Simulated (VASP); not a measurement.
Wanted: the native input for a VASP 6.6.1 run.

- Task: single point
- Functional: LDA
- Potentials or basis: VASP PAW LDA potentials, release 64 (Ir)
- Cutoff: 520 eV
- k mesh: 18 × 18 × 18
- Occupations: fermi-dirac, width 0.08 eV
- Spin: no spin polarisation
- Dipole correction: no
- Further INCAR settings: ALGO = Normal; EDIFF = 1e-06; NBANDS = 10

The structure of Ir lies in POSCAR:

```
Ir
1.0
    0.0000000000      1.8287476375      1.8287476375
    1.8287476375      0.0000000000      1.8287476375
    1.8287476375      1.8287476375      0.0000000000
Ir
1
Direct
    0.0000000000      0.0000000000      0.0000000000
```

These files were run (other wordings do the same):

INCAR

```
PREC     = Accurate       # precision mode
ENCUT    = 520            # plane-wave cutoff, eV
EDIFF    = 1E-6           # SCF threshold, eV
ISMEAR   = -1             # smearing method
SIGMA    = 0.08           # smearing width, eV
LREAL    = False          # projectors in reciprocal space
LASPH    = True           # aspherical terms in the spheres
NELM     = 100            # most SCF steps
ALGO     = Normal         # electronic algorithm
ISIF     = 2              # what is computed and relaxed
LWAVE    = False          # write WAVECAR
LCHARG   = True           # write CHGCAR
GGA      = CA             # functional
LELF     = True           # ELF
LVHAR    = True         
NBANDS   = 10             # bands
```

KPOINTS

```
regular mesh
0
Gamma
  18 18 18
```

Potentials or basis: VASP PAW LDA potentials, release 64 (Ir).

Command:

```sh
$ cat potpaw_LDA.64/Ir/POTCAR > POTCAR
$ mpirun -np 1 vasp_std > vasp.out
```

Results of the run:

```json
{"Pressure": "72.7 GPa", "Band gap on the k mesh": "zero (an odd number of electrons rules out a gap without spin polarisation)"}
```

Caveat: the cell stands under pressure; spin-orbit coupling is left out, which moves the levels of the heavy elements.

Run time: 34 s on 1 thread of Intel Xeon 8259CL, on a shared host, peak memory 0.14 GiB.
